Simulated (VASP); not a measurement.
# In (I4/mmm) in VASP: further runs

In is run at these levels: LDA; tasks: single point.

Program: VASP 6.6.1. These are calculated values, not measurements. Logs are shortened: lines on timing, memory, paths and dates and some standing lists are left out, and cuts for length are marked.

## 1. The cell of the first run

The structure is tetragonal, space group I4/mmm (No. 139). The conventional cell has a = 3.147 Å, b = 3.147 Å, c = 5.356 Å, α = 90.00°, β = 90.00°, γ = 90.00°. In (site symmetry 4/mmm) has 12 In at 3.15 to 3.48 Å within 4.1 Å.

## 2. Single point, LDA (26.52 Å³/atom)

INCAR reads:

```
PREC = Accurate ; ENCUT = 520
EDIFF = 1E-7 ; ISMEAR = 0
SIGMA = 0.15 ; LREAL = F
LASPH = T ; NELM = 60
ALGO = Fast ; ISIF = 2
LWAVE = F ; LCHARG = F
GGA = CA ; NBANDS = 12
```

KPOINTS reads:

```
Automatic mesh
0
Gamma
  22 22 22
```

POSCAR reads:

```
In
1.0
   -1.5734551609      1.5734551609      2.6778633383
    1.5734551609     -1.5734551609      2.6778633383
    1.5734551609      1.5734551609     -2.6778633383
In
1
Direct
    0.0000000000      0.0000000000      0.0000000000
```

Potentials or basis: VASP PAW LDA potentials, release 64 (In_d).

Command:

```sh
> cat potpaw_LDA.64/In_d/POTCAR > POTCAR
> mpirun -np 1 vasp_std > vasp.out
```

OUTCAR:

```text
PREC = Accurate
   ENCUT = 520
   EDIFF = 1E-7
   ISMEAR = 0
   LREAL = F
   LASPH = T
   NELM = 60
   ISIF = 2
   GGA = CA

 ion  position               nearest neighbor table
   1  0.000  0.000  0.000-

  LATTYP: Found a body centered tetragonal cell.
 ALAT       =     3.1469103218
 C/A-ratio  =     1.7019000000

  Lattice vectors:

 A1 = (  -1.5734551609,   1.5734551609,   2.6778633383)
 A2 = (   1.5734551609,  -1.5734551609,   2.6778633383)
 A3 = (   1.5734551609,   1.5734551609,  -2.6778633383)

Analysis of symmetry for initial positions (statically):
=====================================================================
 Subroutine PRICEL returns:
 Original cell was already a primitive cell.

 Routine SETGRP: Setting up the symmetry group for a
 body centered tetragonal supercell.

 Subroutine GETGRP returns: Found 16 space group operations
 (whereof 16 operations were pure point group operations)
 out of a pool of 16 trial point group operations.

The static configuration has the point symmetry D_4h.

Analysis of symmetry for dynamics (positions and initial velocities):
=====================================================================
 Subroutine PRICEL returns:
 Original cell was already a primitive cell.

 Routine SETGRP: Setting up the symmetry group for a
 body centered tetragonal supercell.

 Subroutine GETGRP returns: Found 16 space group operations
 (whereof 16 operations were pure point group operations)
 out of a pool of 16 trial point group operations.

The dynamic configuration has the point symmetry D_4h.

 Subroutine INISYM returns: Found 16 space group operations
 (whereof 16 operations are pure point group operations),
 and found     1 'primitive' translations

----------------------------------------------------------------------------------------

                                     Primitive cell

  volume of cell :      26.5190

  direct lattice vectors                    reciprocal lattice vectors
    -1.573455161  1.573455161  2.677863338     0.000000000  0.317772004  0.186716026
     1.573455161 -1.573455161  2.677863338     0.317772004  0.000000000  0.186716026
     1.573455161  1.573455161 -2.677863338     0.317772004  0.317772004  0.000000000

  length of vectors
     3.481734388  3.481734388  3.481734388     0.368567390  0.368567390  0.449397478

  position of ions in fractional coordinates (direct lattice)
     0.000000000  0.000000000  0.000000000

[... 82 lines left out ...]
   ISYM   =      2    0-nonsym 1-usesym 2-fastsym
   POTIM  = 0.5000    time-step for ionic-motion
   TEBEG  =    0.0;   TEEND  =   0.0 temperature during run
   PSTRESS=    0.0 pullay stress
   NELECT =      13.0000    total number of electrons
   NUPDOWN=      -1.0000    fix difference up-down
   EMIN   =  10.00;   EMAX   =-10.00  energy-range for DOS
   EFERMI =   0.00;   METHOD = LEGACY
   ISMEAR =     0;   SIGMA  =   0.15  broadening in eV -4-tet -1-fermi 0-gaus
   EFERMI_NEDOS =   21; number of points for ismear=-14 and -15
   IALGO  =     68    algorithm
   IMIX   =      4    mixing-type and parameters
     AMIX     =   0.40;   BMIX     =  1.00
     AMIX_MAG =   1.60;   BMIX_MAG =  1.00
  volume/ion in A,a.u.               =      26.52       178.96
  Fermi-wavevector in a.u.,A,eV,Ry     =   1.290834  2.439322 22.670724  1.666251
  Thomas-Fermi vector in A             =   2.422641
   LORBIT       =      0    0 simple, 1 ext, 2 COOP (PROOUT), +10 PAW based schemes
   GGA     = CA    functional components
   LHFCALC =     F    Hartree Fock is set to
   AEXX    =    0.0000 exact exchange contribution
   IVDW    =     0    specifies the selected vdW correction
   LEPSILON=     F    determine dielectric tensor
   LRPA    =     F    only Hartree local field effects (RPA)
 non-spin polarized calculation
 RMM-DIIS sequential band-by-band and
 Gauss-broadening in eV      SIGMA  =   0.15
  energy-cutoff  :      520.00
  volume of cell :       26.52
 maximum number of plane-waves:       745
 NGX is ok and might be reduce to    28
   NGX = 13   NGY = 13   NGZ = 13

 number of electron      13.0000005 magnetization

 Free energy of the ion-electron system (eV)
  ---------------------------------------------------
  ext. energy  EPLUGINS =         0.00000000
  ---------------------------------------------------
  free energy    TOTEN  =        -3.19713730 eV

  energy without entropy =       -3.19179006  energy(sigma->0) =       -3.19446368

 E-fermi :   7.0094     XC(G=0): -10.4578

 val. band max:        6.9975292404   @ k =  -0.2273   0.4091   0.0455
 cond. band min:       7.0109247094   @ k =  -0.2273  -0.3636   0.0455
 fundamental gap:      0.0133954690
 Fermi energy:         7.0094164489

 k-point     1 :       0.0000    0.0000    0.0000
  band No.  band energies     occupation
      1      -7.6816      2.00000
      2      -7.4677      2.00000
      3      -7.3906      2.00000
      4      -7.3906      2.00000
      5      -7.2005      2.00000
      6      -2.4156      2.00000
      7      17.1847      0.00000
      8      17.4299      0.00000
      9      17.4299      0.00000
     10      19.0250      0.00000
     11      19.9887      0.00000
     12      21.0607      0.00000
[... 331 lines left out ...]
 k-point    24 :      -0.4545    0.0455    0.0000
  band No.  band energies     occupation
      1      -7.5821      2.00000
      2      -7.5510      2.00000
      3      -7.3809      2.00000
      4      -7.2177      2.00000
      5      -7.1388      2.00000
      6       2.0058      2.00000
      7       4.8012      2.00000
      8      12.9615      0.00000
      9      16.8725      0.00000
     10      17.0518      0.00000
     11      18.6565      0.00000
     12      21.9227      0.00000

 [... further k-points ...]

------------------------ aborting loop because EDIFF is reached ----------------------------------------

  FORCE on cell =-STRESS in cart. coord.  units (eV):
  Direction    XX          YY          ZZ          XY          YZ          ZX
  --------------------------------------------------------------------------------------
  -------------------------------------------------------------------------------------
  Total       -0.4309256     -0.4309256     -0.5896321      0.0000000      0.0000000      0.0000000
  in kB      -26.0348896    -26.0348896    -35.6233336      0.0000000      0.0000000      0.0000000
  external PRESSURE =     -29.2310376 kB  Pullay stress =       0.0000000 kB

 VOLUME and BASIS-vectors are now :
 -----------------------------------------------------------------------------
  energy-cutoff  :      520.00
  volume of cell :       26.52
      direct lattice vectors                 reciprocal lattice vectors
    -1.573455161  1.573455161  2.677863338     0.000000000  0.317772004  0.186716026
     1.573455161 -1.573455161  2.677863338     0.317772004  0.000000000  0.186716026
     1.573455161  1.573455161 -2.677863338     0.317772004  0.317772004  0.000000000

 POSITION                                       TOTAL-FORCE (eV/Angst)
 -----------------------------------------------------------------------------------
      0.00000      0.00000      0.00000        -0.000000      0.000000      0.000000
 -----------------------------------------------------------------------------------
    total drift:                                0.000000     -0.000000     -0.000000

  FREE ENERGIE OF THE ION-ELECTRON SYSTEM (eV)
  ---------------------------------------------------
  free  energy   TOTEN  =        -3.1971373027 eV

  energy  without entropy=       -3.1917900575  energy(sigma->0) =       -3.19446368
```

OSZICAR:

```text
N       E                     dE             d eps       ncg     rms          rms(c)
DAV:   1     0.785540479346E+02    0.78554E+02   -0.62488E+03 20268   0.137E+03
DAV:   2     0.665068712260E+00   -0.77889E+02   -0.75835E+02 20996   0.292E+02
DAV:   3    -0.314136597811E+01   -0.38064E+01   -0.37948E+01 23788   0.652E+01
DAV:   4    -0.322756781358E+01   -0.86202E-01   -0.86177E-01 24892   0.984E+00
DAV:   5    -0.323151801864E+01   -0.39502E-02   -0.39501E-02 27464   0.188E+00    0.237E+00
RMM:   6    -0.320389621241E+01    0.27622E-01   -0.31977E-02 24496   0.279E+00    0.125E+00
RMM:   7    -0.319753986316E+01    0.63563E-02   -0.12085E-02 23662   0.132E+00    0.256E-01
RMM:   8    -0.319707995449E+01    0.45991E-03   -0.18789E-03 29307   0.681E-01    0.840E-02
RMM:   9    -0.319713087083E+01   -0.50916E-04   -0.62767E-04 30872   0.237E-01    0.267E-02
RMM:  10    -0.319712948123E+01    0.13896E-05   -0.16089E-04 26948   0.224E-01    0.620E-03
RMM:  11    -0.319713670717E+01   -0.72259E-05   -0.74757E-05 33750   0.828E-02    0.120E-02
RMM:  12    -0.319713694816E+01   -0.24099E-06   -0.10394E-05 30177   0.378E-02    0.431E-03
RMM:  13    -0.319713731621E+01   -0.36805E-06   -0.38210E-06 30329   0.170E-02    0.592E-03
RMM:  14    -0.319713744246E+01   -0.12625E-06   -0.19395E-06 25800   0.217E-02    0.133E-02
RMM:  15    -0.319713729031E+01    0.15216E-06   -0.63099E-07 25731   0.140E-02    0.180E-03
RMM:  16    -0.319713730270E+01   -0.12395E-07   -0.15878E-07 14134   0.400E-03
   1 F= -.31971373E+01 E0= -.31944637E+01  d E =-.534725E-02
```

stdout:

```text
POSCAR found type information on POSCAR In
 POSCAR found :  1 types and       1 ions
 scaLAPACK will be used
 LDA part: xc-table for (Slater(with rela. corr.)+CA(PZ))
 , standard interpolation
 POSCAR, INCAR and KPOINTS ok, starting setup
 FFT: planning ... GRIDC
 FFT: planning ... GRID_SOFT
 FFT: planning ... GRID
 WAVECAR not read
 entering main loop
WARNING in EDDRMM: call to ZHEGV failed, returncode =   8  4     12
WARNING in EDDRMM: call to ZHEGV failed, returncode =   8  4     11
WARNING in EDDRMM: call to ZHEGV failed, returncode =   8  4     12
WARNING in EDDRMM: call to ZHEGV failed, returncode =   8  4     11
WARNING in EDDRMM: call to ZHEGV failed, returncode =   8  4     12
WARNING in EDDRMM: call to ZHEGV failed, returncode =   6  3     12
WARNING in EDDRMM: call to ZHEGV failed, returncode =   8  4     12
WARNING in EDDRMM: call to ZHEGV failed, returncode =   6  3     11
WARNING in EDDRMM: call to ZHEGV failed, returncode =   8  4      9
WARNING in EDDRMM: call to ZHEGV failed, returncode =   6  3     11
[... 4 lines left out ...]
WARNING in EDDRMM: call to ZHEGV failed, returncode =   6  3     10
WARNING in EDDRMM: call to ZHEGV failed, returncode =   6  3     11
WARNING in EDDRMM: call to ZHEGV failed, returncode =   8  4     10
WARNING in EDDRMM: call to ZHEGV failed, returncode =   6  3     11
WARNING in EDDRMM: call to ZHEGV failed, returncode =   6  3     10
WARNING in EDDRMM: call to ZHEGV failed, returncode =   6  3     10
WARNING in EDDRMM: call to ZHEGV failed, returncode =   6  3     10
WARNING in EDDRMM: call to ZHEGV failed, returncode =   6  3     10
WARNING in EDDRMM: call to ZHEGV failed, returncode =   6  3     11
WARNING in EDDRMM: call to ZHEGV failed, returncode =   6  3     11
```

It took 3 min on 1 thread of Intel Xeon 6975P-C (Granite Rapids), shared host; peak memory 0.35 GiB.

What came out:

| Property | Result |
| --- | --- |
| Free energy | -3.1971 eV |
| Pressure | -2.9 GPa |
| Band gap on the k mesh | zero (an odd number of electrons rules out a gap without spin polarisation) |

Levels at points of the mesh, in eV from the Fermi level:
```csv
k point,band 2,band 3,band 4,band 5,band 6,band 7,band 8,band 9,band 10,band 11
"(0.00, 0.00, 0.00)",-14.48,-14.40,-14.40,-14.21,-9.43,10.18,10.42,10.42,12.02,12.98
"(0.50, 0.00, 0.00)",-14.57,-14.39,-14.21,-14.14,-4.23,-3.20,5.98,9.80,10.23,12.04
"(0.50, 0.50, 0.00)",-14.64,-14.25,-14.20,-14.01,-1.45,-1.01,2.83,4.00,6.67,7.27
"(0.50, 0.50, 0.50)",-14.62,-14.17,-14.17,-14.15,-4.16,-3.09,5.80,5.80,9.29,9.53
```

Caveat: spin-orbit coupling is left out, which moves the levels of the heavy elements.

## 3. Single point, LDA (26.52 Å³/atom)

INCAR reads:

```
SYSTEM = In
PREC = Accurate ; ENCUT = 520
EDIFF = 1E-7 ; ISMEAR = 0
SIGMA = 0.15 ; LREAL = .FALSE.
LASPH = .TRUE. ; NELM = 100
ALGO = Fast ; ISIF = 2
LWAVE = .FALSE. ; LCHARG = .FALSE.
GGA = CA ; NBANDS = 12
```

KPOINTS reads:

```
Automatic mesh
0
G
  22 22 22
  0 0 0
```

POSCAR reads:

```
In
1.0
   -1.6162021142      1.6162021142      2.5380829454
    1.6162021142     -1.6162021142      2.5380829454
    1.6162021142      1.6162021142     -2.5380829454
In
1
Direct
    0.0000000000      0.0000000000      0.0000000000
```

Potentials or basis: VASP PAW LDA potentials, release 64 (In_d).

Command:

```sh
> cat potpaw_LDA.64/In_d/POTCAR > POTCAR
> mpirun -np 1 vasp_std > vasp.out
```

Wall time 2.5 min (1 thread of Intel Xeon 6975P-C (Granite Rapids), shared host); peak memory 0.35 GiB.

It converged, with:

```yaml
Free_energy: -3.2018 eV
Pressure: -3.0 GPa
Band_gap_on_the_k_mesh: zero (an odd number of electrons rules out a gap without spin polarisation)
```

Stress tensor (GPa, compression positive):
```
-2.95  0.00  0.00
 0.00 -2.95  0.00
 0.00  0.00 -3.14
```

Levels at points of the mesh, in eV from the Fermi level:
```tsv
k point	band 2	band 3	band 4	band 5	band 6	band 7	band 8	band 9	band 10	band 11
(0.00, 0.00, 0.00)	-14.45	-14.45	-14.42	-14.27	-9.44	10.34	10.34	10.51	11.75	13.93
(0.50, 0.00, 0.00)	-14.56	-14.44	-14.21	-14.16	-4.31	-3.25	6.98	9.30	10.94	11.40
(0.50, 0.50, 0.00)	-14.63	-14.20	-14.20	-14.08	-1.76	-1.54	3.28	3.91	6.93	7.37
(0.50, 0.50, 0.50)	-14.62	-14.18	-14.16	-14.16	-3.33	-2.74	4.98	4.98	8.55	8.57
```

Caveat: the cell stands under tension; spin-orbit coupling is left out, which moves the levels of the heavy elements.

## 4. Single point, LDA (27.50 Å³/atom)

This run uses another cell than the first one, of 27.50 Å³/atom.

INCAR reads:

```
SYSTEM = In
PREC     = Accurate       ! precision mode
ENCUT    = 520            ! plane-wave cutoff, eV
EDIFF    = 1E-6           ! SCF threshold, eV
ISMEAR   = 0              ! smearing method
SIGMA    = 0.15           ! smearing width, eV
LREAL    = .FALSE.        ! projectors in reciprocal space
LASPH    = .TRUE.         ! aspherical terms in the spheres
NELM     = 100            ! most SCF steps
ALGO     = Fast           ! electronic algorithm
ISIF     = 2              ! what is computed and relaxed
LWAVE    = .FALSE.        ! write WAVECAR
LCHARG   = .FALSE.        ! write CHGCAR
GGA      = CA             ! functional
NBANDS   = 12             ! bands
```

KPOINTS reads:

```
regular mesh
0
G
  22 22 22
  0 0 0
```

POSCAR reads:

```
In
1.0
   -1.6141403296      1.6141403296      2.6387966108
    1.6141403296     -1.6141403296      2.6387966108
    1.6141403296      1.6141403296     -2.6387966108
In
1
Direct
    0.0000000000      0.0000000000      0.0000000000
```

Command:

```sh
> cat potpaw_LDA.64/In_d/POTCAR > POTCAR
> mpirun -np 1 vasp_std > vasp.out
```

Run time: 2.2 min. Hardware: 1 thread of Intel Xeon 6975P-C (Granite Rapids), shared host; peak memory 0.36 GiB.

Results (log left out):

```yaml
Free_energy: -3.1785 eV
Pressure: -4.1 GPa
Band_gap_on_the_k_mesh: zero (an odd number of electrons rules out a gap without spin polarisation)
```

Stress tensor (GPa, compression positive):
```
-3.93  0.00  0.00
 0.00 -3.93  0.00
 0.00  0.00 -4.35
```

Levels at points of the mesh, in eV from the Fermi level:
| k point | band 2 | band 3 | band 4 | band 5 | band 6 | band 7 | band 8 | band 9 | band 10 | band 11 |
| --- | --- | --- | --- | --- | --- | --- | --- | --- | --- | --- |
| (0.00, 0.00, 0.00) | -14.41 | -14.39 | -14.39 | -14.22 | -9.18 | 10.06 | 10.06 | 10.08 | 11.79 | 13.43 |
| (0.50, 0.00, 0.00) | -14.51 | -14.38 | -14.20 | -14.14 | -4.25 | -3.07 | 6.31 | 9.46 | 10.12 | 11.60 |
| (0.50, 0.50, 0.00) | -14.57 | -14.21 | -14.19 | -14.04 | -1.50 | -1.38 | 2.99 | 3.89 | 6.63 | 7.19 |
| (0.50, 0.50, 0.50) | -14.56 | -14.15 | -14.15 | -14.15 | -3.75 | -2.77 | 5.28 | 5.28 | 8.75 | 8.82 |

Caveat: the cell stands under tension; spin-orbit coupling is left out, which moves the levels of the heavy elements.

## 5. Single point, LDA (27.50 Å³/atom)

This run uses another cell than the first one, of 27.50 Å³/atom.

INCAR reads:

```
  ALGO = Fast
  EDIFF = 1E-6
  ENCUT = 520
  ISIF = 2
  ISMEAR = 0
  LASPH = True
  LCHARG = False
  LREAL = False
  LWAVE = False
  NBANDS = 12
  NELM = 60
  PREC = Accurate
  SIGMA = 0.15
```

KPOINTS reads:

```
k-points
0
Gamma
  22 22 22
```

POSCAR reads:

```
In
1.0
   -1.5714754752      1.5714754752      2.7840259519
    1.5714754752     -1.5714754752      2.7840259519
    1.5714754752      1.5714754752     -2.7840259519
In
1
Direct
    0.0000000000      0.0000000000      0.0000000000
```

Command:

```sh
> cat potpaw_LDA.64/In_d/POTCAR > POTCAR
> mpirun -np 1 vasp_std > vasp.out
```

It took 2.6 min on 1 thread of Intel Xeon 6975P-C (Granite Rapids), shared host; peak memory 0.36 GiB.

It converged, with:

* Free energy: -3.1718 eV
* Pressure: -3.8 GPa
* Band gap on the k mesh: zero (an odd number of electrons rules out a gap without spin polarisation)

Stress tensor (GPa, compression positive):
```
-3.38  0.00  0.00
 0.00 -3.38  0.00
 0.00  0.00 -4.71
```

Levels at points of the mesh, in eV from the Fermi level:
| k point | band 4 | band 5 | band 6 | band 7 | band 8 | band 9 |
| --- | --- | --- | --- | --- | --- | --- |
| (0.00, 0.00, 0.00) | -14.35 | -14.18 | -9.18 | 9.28 | 10.17 | 10.17 |
| (0.50, 0.00, 0.00) | -14.21 | -14.13 | -4.17 | -3.03 | 5.38 | 9.08 |
| (0.50, 0.50, 0.00) | -14.20 | -13.98 | -1.20 | -0.87 | 2.57 | 4.01 |
| (0.50, 0.50, 0.50) | -14.17 | -14.14 | -4.55 | -3.07 | 6.09 | 6.09 |

Caveat: the cell stands under tension; spin-orbit coupling is left out, which moves the levels of the heavy elements.

## 6. Overview

| cell | further INCAR settings | gap on the mesh (eV) | pressure (GPa) |
| --- | --- | --- | --- |
| a = 3.482 Å, angles 126.3, 126.3, 79.5°, 1 atom | ALGO = Fast; EDIFF = 1e-07; NBANDS = 12 | none | -2.9 |
| a = 3.416 Å, angles 123.5, 123.5, 84.0°, 1 atom | ALGO = Fast; EDIFF = 1e-07; NBANDS = 12 | none | -3.0 |
| a = 3.489 Å, angles 124.9, 124.9, 81.7°, 1 atom | ALGO = Fast; EDIFF = 1e-06; NBANDS = 12 | none | -4.1 |
| a = 3.562 Å, angles 127.6, 127.6, 77.2°, 1 atom | ALGO = Fast; EDIFF = 1e-06; NBANDS = 12 | none | -3.8 |

Alike in all rows: task single point; level LDA; potentials or basis VASP PAW LDA potentials, release 64 (In_d); no spin polarisation; k mesh 22 × 22 × 22; cutoff (eV) 520; smearing gaussian 0.15 eV.

Caveats: spin-orbit coupling is left out, which moves the levels of the heavy elements; the cell stands under tension (at least some runs).

Absolute energies hang on the potentials; compare differences alone.
